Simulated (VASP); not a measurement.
# MgO (P6_3mc) in VASP: further runs

MgO is run at these levels: PBE-based screened hybrid with 35 % exact exchange, PBE-based screened hybrid with 30 % exact exchange; tasks: single point.

Program: VASP 6.6.1. These are calculated values, not measurements. Logs are shortened: lines on timing, memory, paths and dates and some standing lists are left out, and cuts for length are marked.

## Step 1: The cell of the first run

It takes space group P6_3mc (No. 186, hexagonal). Conventional cell: a = 3.288 Å, b = 3.288 Å, c = 5.034 Å, α = 90.00°, β = 90.00°, γ = 120.00°. Mg (site symmetry 3m) has 4 O at 1.97 to 1.99 Å within 2.6 Å. Within 2.6 Å of O (site symmetry 3m) lie 4 Mg at 1.97 to 1.99 Å.

## Step 2: Single point, PBE-based screened hybrid with 35 % exact exchange

POSCAR reads:

```
MgO
1.0
    3.2882172536      0.0000000000      0.0000000000
   -1.6441086268      2.8476796748      0.0000000000
    0.0000000000      0.0000000000      5.0343661375
Mg O
2 2
Direct
    0.3333333333      0.6666666667     -0.0098385294
    0.6666666667      0.3333333333      0.4901614706
    0.3333333333      0.6666666667      0.3848385294
    0.6666666667      0.3333333333      0.8848385294
```

INCAR.step1 reads:

```
PREC = Accurate
ENCUT = 520
EDIFF = 1E-5
ISMEAR = 0
SIGMA = 0.01
LREAL = F
LASPH = T
NELM = 80
ALGO = Normal
ISIF = 2
LWAVE = T
LCHARG = F
GGA = PE
NBANDS = 16
```

INCAR.step2 reads:

```
PREC = Accurate
ENCUT = 520
EDIFF = 1E-6
ISMEAR = 0
SIGMA = 0.01
LREAL = F
LASPH = T
NELM = 80
ALGO = Normal
ISIF = 2
LWAVE = F
LCHARG = F
GGA = PE
LHFCALC = T
AEXX = 0.35
HFSCREEN = 0.1
PRECFOCK = Normal
ISTART = 1
NBANDS = 16
```

KPOINTS reads:

```
Automatic mesh
0
Gamma
  6 6 2
```

Potentials or basis: VASP PAW PBE potentials, release 64 (Mg, O).

On the command line:

```sh
cat potpaw_PBE.64/Mg/POTCAR potpaw_PBE.64/O/POTCAR > POTCAR
cp INCAR.step1 INCAR
mpirun -np 1 vasp_std > vasp.out
cp INCAR.step2 INCAR
mpirun -np 1 vasp_std > vasp.out
```

OUTCAR:

```text
PREC = Accurate
   ENCUT = 520
   EDIFF = 1E-6
   ISMEAR = 0
   LREAL = F
   LASPH = T
   NELM = 80
   ISIF = 2
   GGA = PE
   LHFCALC = T
   AEXX = 0.35
   HFSCREEN = 0.1
   PRECFOCK = Normal
   ISTART = 1

 ion  position               nearest neighbor table
   1  0.333  0.667  0.990-   4 1.97   4 1.97   4 1.97   3 1.99   2 3.15   2 3.15   2 3.15   2 3.15
                             2 3.15   2 3.15
   2  0.667  0.333  0.490-   3 1.97   3 1.97   3 1.97   4 1.99   1 3.15   1 3.15   1 3.15   1 3.15
                             1 3.15   1 3.15
   3  0.333  0.667  0.385-   2 1.97   2 1.97   2 1.97   1 1.99
   4  0.667  0.333  0.885-   1 1.97   1 1.97   1 1.97   2 1.99

  LATTYP: Found a hexagonal cell.
 ALAT       =     3.2882172536
 C/A-ratio  =     1.5310320910

  Lattice vectors:

 A1 = (   3.2882172536,   0.0000000000,   0.0000000000)
 A2 = (  -1.6441086268,   2.8476796748,   0.0000000000)
 A3 = (   0.0000000000,   0.0000000000,   5.0343661375)

Analysis of symmetry for initial positions (statically):
=====================================================================
 Subroutine PRICEL returns:
 Original cell was already a primitive cell.

 Routine SETGRP: Setting up the symmetry group for a
 hexagonal supercell.

 Subroutine GETGRP returns: Found 12 space group operations
 (whereof  6 operations were pure point group operations)
 out of a pool of 24 trial point group operations.

The static configuration has the point symmetry C_3v.
 The point group associated with its full space group is C_6v.

Analysis of symmetry for dynamics (positions and initial velocities):
=====================================================================
 Subroutine PRICEL returns:
 Original cell was already a primitive cell.

 Routine SETGRP: Setting up the symmetry group for a
 hexagonal supercell.

 Subroutine GETGRP returns: Found 12 space group operations
 (whereof  6 operations were pure point group operations)
 out of a pool of 24 trial point group operations.

The dynamic configuration has the point symmetry C_3v.
 The point group associated with its full space group is C_6v.

 Subroutine INISYM returns: Found 12 space group operations
 (whereof  6 operations are pure point group operations),
 and found     1 'primitive' translations

----------------------------------------------------------------------------------------

                                     Primitive cell

[... 93 lines left out ...]
   PSTRESS=    0.0 pullay stress
   NELECT =      16.0000    total number of electrons
   NUPDOWN=      -1.0000    fix difference up-down
   EMIN   =  10.00;   EMAX   =-10.00  energy-range for DOS
   EFERMI =   0.00;   METHOD = LEGACY
   ISMEAR =     0;   SIGMA  =   0.01  broadening in eV -4-tet -1-fermi 0-gaus
   EFERMI_NEDOS =   21; number of points for ismear=-14 and -15
   IALGO  =     38    algorithm
   IMIX   =      1    mixing-type and parameters
     AMIX     =   0.40;   BMIX     =  1.00
     AMIX_MAG =   1.60;   BMIX_MAG =  1.00
  volume/ion in A,a.u.               =      11.79        79.53
  Fermi-wavevector in a.u.,A,eV,Ry     =   1.141956  2.157984 17.742859  1.304063
  Thomas-Fermi vector in A             =   2.278655
   LORBIT       =      0    0 simple, 1 ext, 2 COOP (PROOUT), +10 PAW based schemes
   GGA     = PE    functional components
   LHFCALC =     T    Hartree Fock is set to
   PRECFOCK=normal    Normal, Fast or Accurate (Low or Medium for compatibility)
   ENCUT4O =  -1.0   cutoff for four orbital integrals eV
   NKREDX  =     1    reduce k-point grid by
   NKREDY  =     1    reduce k-point grid by
   NKREDZ  =     1    reduce k-point grid by
   AEXX    =    0.3500 exact exchange contribution
   HFSCREEN=    0.1000 screening length (either q_TF or 0.3 A-1)
   HFSCREENC=   0.1000 screening length for correlation (either q_TF or 0.3 A-1)
   ENCUTFOCK=  -1.0 apply spherical cutoff to Coloumb kernel
   IVDW    =     0    specifies the selected vdW correction
   LEPSILON=     F    determine dielectric tensor
   LRPA    =     F    only Hartree local field effects (RPA)
 non-spin polarized calculation
 Gauss-broadening in eV      SIGMA  =   0.01
  energy-cutoff  :      520.00
  volume of cell :       47.14
 maximum number of plane-waves:      1284
  NGX = 20; NGY = 20; NGZ = 30

 number of electron      16.0000010 magnetization

 Free energy of the ion-electron system (eV)
  ---------------------------------------------------
  ext. energy  EPLUGINS =         0.00000000
  ---------------------------------------------------
  free energy    TOTEN  =       -30.70116873 eV

  energy without entropy =      -30.70116873  energy(sigma->0) =      -30.70116873

 E-fermi :  -0.8963     XC(G=0):  -7.0885

 val. band max:       -0.9416483999   @ k =   0.0000   0.0000   0.0000
 cond. band min:       5.3693400873   @ k =   0.0000   0.0000   0.0000
 fundamental gap:      6.3109884872
 Fermi energy:        -0.8962638281

 k-point     1 :       0.0000    0.0000    0.0000
  band No.  band energies     occupation
      1     -19.2565      2.00000
      2     -18.4129      2.00000
      3      -4.4914      2.00000
      4      -1.6958      2.00000
      5      -1.6958      2.00000
      6      -1.3208      2.00000
[... 243 lines left out ...]
      3      -3.7373      2.00000
      4      -3.7373      2.00000
      5      -3.1903      2.00000
      6      -3.1903      2.00000
[... 8 lines left out ...]
     15      18.2572      0.00000
     16      18.2572      0.00000

------------------------ aborting loop because EDIFF is reached ----------------------------------------

  FORCE on cell =-STRESS in cart. coord.  units (eV):
  Direction    XX          YY          ZZ          XY          YZ          ZX
  --------------------------------------------------------------------------------------
  -------------------------------------------------------------------------------------
  Total       -0.5026902     -0.5026902     -0.4436062      0.0000000      0.0000000      0.0000000
  in kB      -17.0849852    -17.0849852    -15.0768887      0.0000000      0.0000000      0.0000000
  external PRESSURE =     -16.4156197 kB  Pullay stress =       0.0000000 kB

 VOLUME and BASIS-vectors are now :
 -----------------------------------------------------------------------------
  energy-cutoff  :      520.00
  volume of cell :       47.14
      direct lattice vectors                 reciprocal lattice vectors
     3.288217254  0.000000000  0.000000000     0.304116159  0.175581546  0.000000000
    -1.644108627  2.847679675  0.000000000     0.000000000  0.351163092  0.000000000
     0.000000000  0.000000000  5.034366138     0.000000000  0.000000000  0.198634738

 POSITION                                       TOTAL-FORCE (eV/Angst)
 -----------------------------------------------------------------------------------
     -0.00000      1.89845      4.98484         0.000000     -0.000000      0.011070
      1.64411      0.94923      2.46765        -0.000000      0.000000      0.011070
     -0.00000      1.89845      1.93742        -0.000000      0.000000     -0.011070
      1.64411      0.94923      4.45460         0.000000     -0.000000     -0.011070
 -----------------------------------------------------------------------------------
    total drift:                               -0.000000     -0.000000      0.001341

  FREE ENERGIE OF THE ION-ELECTRON SYSTEM (eV)
  ---------------------------------------------------
  free  energy   TOTEN  =       -30.7011687292 eV

  energy  without entropy=      -30.7011687292  energy(sigma->0) =      -30.70116873
```

OUTCAR.step1:

```text
PREC = Accurate
   ENCUT = 520
   EDIFF = 1E-5
   ISMEAR = 0
   LREAL = F
[... 486 lines left out ...]
     -0.00000      1.89845      4.98484        -0.000000      0.000000     -0.012218
      1.64411      0.94923      2.46765        -0.000000      0.000000     -0.012218
     -0.00000      1.89845      1.93742         0.000000      0.000000      0.012218
      1.64411      0.94923      4.45460         0.000000     -0.000000      0.012218
 -----------------------------------------------------------------------------------
    total drift:                               -0.000000     -0.000000      0.000839

  FREE ENERGIE OF THE ION-ELECTRON SYSTEM (eV)
  ---------------------------------------------------
  free  energy   TOTEN  =       -23.5168765222 eV

  energy  without entropy=      -23.5168765222  energy(sigma->0) =      -23.51687652
```

OSZICAR.step1:

```text
N       E                     dE             d eps       ncg     rms          rms(c)
DAV:   1     0.619280419152E+02    0.61928E+02   -0.76360E+03   448   0.895E+02
DAV:   2    -0.236299936665E+02   -0.85558E+02   -0.78829E+02   632   0.193E+02
DAV:   3    -0.277854175246E+02   -0.41554E+01   -0.41463E+01   504   0.449E+01
DAV:   4    -0.278022908582E+02   -0.16873E-01   -0.16873E-01   544   0.333E+00
DAV:   5    -0.278023749549E+02   -0.84097E-04   -0.84097E-04   504   0.224E-01    0.117E+01
DAV:   6    -0.235695931128E+02    0.42328E+01   -0.12297E+01   448   0.262E+01    0.385E+00
DAV:   7    -0.235227259658E+02    0.46867E-01   -0.16544E-01   448   0.325E+00    0.220E+00
DAV:   8    -0.235185153239E+02    0.42106E-02   -0.95030E-02   480   0.337E+00    0.502E-01
DAV:   9    -0.235161105165E+02    0.24048E-02   -0.30973E-03   520   0.510E-01    0.175E-01
DAV:  10    -0.235168544800E+02   -0.74396E-03   -0.15633E-03   456   0.256E-01    0.304E-02
DAV:  11    -0.235168759560E+02   -0.21476E-04   -0.14523E-05   496   0.272E-02    0.201E-02
DAV:  12    -0.235168765222E+02   -0.56623E-06   -0.84686E-06   344   0.262E-02
   1 F= -.23516877E+02 E0= -.23516877E+02  d E =-.237274E-42
```

It took 14 min on 1 thread of Intel Xeon Platinum 8175M at 2.50GHz (Skylake/Cascade Lake), shared host; peak memory 0.27 GiB.

What came out:

```yaml
Free_energy: -30.7012 eV
Pressure: -1.6 GPa
Largest_force: 0.011 eV/Å
Band_gap_on_the_k_mesh: 6.31 eV
```

Forces in eV/Å, atoms in the order of the input:
```
Mg   0.000  0.000  0.011
Mg   0.000  0.000  0.011
O    0.000  0.000 -0.011
O    0.000  0.000 -0.011
```

Levels at points of the mesh, in eV from the valence-band top:
| k point | band 4 | band 5 | band 6 | band 7 | band 8 | band 9 | band 10 | band 11 | band 12 | band 13 |
| --- | --- | --- | --- | --- | --- | --- | --- | --- | --- | --- |
| (0.00, 0.00, 0.00) | -0.75 | -0.75 | -0.38 | -0.38 | 0.00 | 6.31 | 11.64 | 13.62 | 17.53 | 17.53 |
| (0.50, 0.00, 0.00) | -2.38 | -1.88 | -1.35 | -0.86 | -0.51 | 10.84 | 11.06 | 12.38 | 14.06 | 16.39 |
| (0.00, 0.00, 0.50) | -2.11 | -0.57 | -0.57 | -0.57 | -0.57 | 8.93 | 8.93 | 16.46 | 16.46 | 18.03 |
| (0.50, 0.00, 0.50) | -3.36 | -0.95 | -0.95 | -0.77 | -0.77 | 10.35 | 10.35 | 14.21 | 14.21 | 17.02 |

Caveat: the k points lie up to 0.62 Å⁻¹ apart; the structure was generated, so it needn't be the stable form of MgO; the PAW data sets were made with another functional, which shifts forces and pressure a little.

## Step 3: Single point, PBE-based screened hybrid with 30 % exact exchange

POSCAR is that of step 2.

INCAR.step1 reads:

```
SYSTEM = MgO
PREC = Accurate ; ENCUT = 520
EDIFF = 1E-5 ; ISMEAR = 0
SIGMA = 0.01 ; LREAL = .False.
LASPH = .True. ; NELM = 60
ALGO = Normal ; ISIF = 2
LWAVE = .True. ; GGA = PE
NBANDS = 16
```

INCAR.step2 reads:

```
SYSTEM = MgO
PREC = Accurate ; ENCUT = 520
EDIFF = 1E-7 ; ISMEAR = 0
SIGMA = 0.01 ; LREAL = .False.
LASPH = .True. ; NELM = 60
ALGO = Normal ; ISIF = 2
LWAVE = .False. ; LCHARG = .True.
GGA = PE ; LHFCALC = .True.
AEXX = 0.3 ; HFSCREEN = 0.1
PRECFOCK = Normal ; LELF = .True.
LVHAR = .True. ; ISTART = 1
NBANDS = 16
```

KPOINTS reads:

```
Automatic mesh
0
Gamma
  6 6 2
  0 0 0
```

Potentials or basis: VASP PAW PBE potentials, release 64 (Mg, O).

On the command line:

```sh
cat potpaw_PBE.64/Mg/POTCAR potpaw_PBE.64/O/POTCAR > POTCAR
cp INCAR.step1 INCAR
mpirun -np 1 vasp_std > vasp.out
cp INCAR.step2 INCAR
mpirun -np 1 vasp_std > vasp.out
```

It took 25 min on 1 thread of Intel Xeon Platinum 8175M at 2.50GHz (Skylake/Cascade Lake), shared host; peak memory 0.27 GiB.

Results (log left out):

| Quantity | Value |
| --- | --- |
| Free energy | -29.6581 eV |
| Pressure | -0.9 GPa |
| Largest force | 0.008 eV/Å |
| Band gap on the k mesh | 5.90 eV |

Forces on the atoms (eV/Å):
```
Mg   0.000  0.000  0.008
Mg   0.000  0.000  0.008
O    0.000  0.000 -0.008
O    0.000  0.000 -0.008
```

Stress tensor (GPa, compression positive):
```
-0.98  0.00  0.00
 0.00 -0.98  0.00
 0.00  0.00 -0.81
```

Levels at points of the mesh, in eV from the valence-band top:
| k point | band 4 | band 5 | band 6 | band 7 | band 8 | band 9 | band 10 | band 11 | band 12 | band 13 |
| --- | --- | --- | --- | --- | --- | --- | --- | --- | --- | --- |
| (0.00, 0.00, 0.00) | -0.74 | -0.74 | -0.38 | -0.38 | 0.00 | 5.90 | 11.19 | 13.14 | 17.06 | 17.06 |
| (0.50, 0.00, 0.00) | -2.35 | -1.86 | -1.33 | -0.85 | -0.51 | 10.41 | 10.63 | 11.93 | 13.59 | 15.90 |
| (0.00, 0.00, 0.50) | -2.10 | -0.57 | -0.57 | -0.57 | -0.57 | 8.51 | 8.51 | 15.99 | 15.99 | 17.56 |
| (0.50, 0.00, 0.50) | -3.33 | -0.94 | -0.94 | -0.76 | -0.76 | 9.92 | 9.92 | 13.73 | 13.73 | 16.54 |

Caveat: the k points lie up to 0.62 Å⁻¹ apart; the structure was generated, so it needn't be the stable form of MgO; the PAW data sets were made with another functional, which shifts forces and pressure a little.
